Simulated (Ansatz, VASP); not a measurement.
WSe in VASP and in Ansatz

```
W Se
1.0
     3.77636    0.00000    0.00000
    -1.88818    3.27042    0.00000
     0.00000    0.00000    6.28112
W Se
2 2
Direct
  0.00000 0.00000 0.00000
  0.00000 0.00000 0.50000
  0.33333 0.66667 0.25000
  0.66667 0.33333 0.75000
```

Alike in both runs: task single point; functional PBE; k mesh 12 × 12 × 6; occupations gaussian, width 0.1 eV; no spin polarisation; Hubbard terms W d U = 6.2 eV.

|  | VASP | Ansatz |
| --- | --- | --- |
| version | VASP 6.6.1 | Ansatz 0.2.0 |
| potentials or method | VASP PAW PBE potentials, release 64 (W_sv, Se), cutoff 520 eV | scalar-relativistic, plane waves, PAW |
| valence electrons in the cell | 40 | 60 |

|  | VASP | Ansatz | Ansatz less VASP |
| --- | --- | --- | --- |
| gap on the k mesh at the Fermi level (eV) | none | none | - |
| pressure (GPa) | -3.2 | 5.7 | +8.86 |
| traceless stress, the component that is largest in VASP (GPa) | 3.41 | 4.79 | +1.377 |

The programs project onto different local orbitals, so the same U acts differently, and such runs can settle in different states. A gap of «none» marks a metal or a gap that the smearing closes. VASP's potentials hold 40 valence electrons a cell and Ansatz's 60, so a difference there can come from the potentials and not from the codes. Ansatz's warnings: filled band counts differ across k points.

Spin-orbit coupling is off throughout.
